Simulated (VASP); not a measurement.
Input of a VASP 6.6.1 run:

File INCAR:

```
PREC = Accurate
ENCUT = 600
EDIFF = 1E-6
ISMEAR = 0
SIGMA = 0.1
LREAL = F
LASPH = T
NELM = 60
ALGO = Fast
ISIF = 3
LWAVE = F
LCHARG = F
GGA = PE
IBRION = 2
NSW = 100
EDIFFG = -0.01
```

The input KPOINTS:

```
Automatic mesh
0
Gamma
  6 6 6
```

The input POSCAR:

```
Ba2Be
1.0
    6.9049132162      0.0000000000      0.0000000000
    0.0000000000      6.9049132162      0.0000000000
    0.0000000000      0.0000000000      6.9049132162
Ba Be
4 2
Direct
    0.2500000000      0.2500000000      0.7500000000
    0.7500000000      0.2500000000      0.2500000000
    0.2500000000      0.7500000000      0.2500000000
    0.7500000000      0.7500000000      0.7500000000
    0.5000000000      0.5000000000      0.5000000000
    0.0000000000      0.0000000000      0.0000000000
```

Potentials or basis: VASP PAW PBE potentials, release 64 (Ba_sv, Be).

The run is started by

```bash
$ cat potpaw_PBE.64/Ba_sv/POTCAR potpaw_PBE.64/Be/POTCAR > POTCAR
$ mpirun -np 1 vasp_std > vasp.out
```

Q: Estimate the relaxed cell.

A: a = 6.998 Å, b = 6.998 Å, c = 6.998 Å, α = 90.00°, β = 90.00°, γ = 90.00°.

Q: Predict the relaxed volume.

A: 57.12 Å³/atom.

Q: What does it give for the space group after relaxing (to 0.1 Å)?

A: Pn-3m (No. 224).

Q: Estimate the band gap on the k mesh.

A: Zero (bands 22 and 23 overlap by 0.30 eV).

The path:
```tsv
step	energy change (eV)	largest force (eV/Å)	pressure (GPa)	volume (Å³)
1	0.0000	0.0000	0.42	329.21
2	-0.0129	0.0000	0.19	336.09
3	-0.0162	0.0000	-0.02	342.70
```

Caveat: spin-orbit coupling is left out, which moves the levels of the heavy elements.
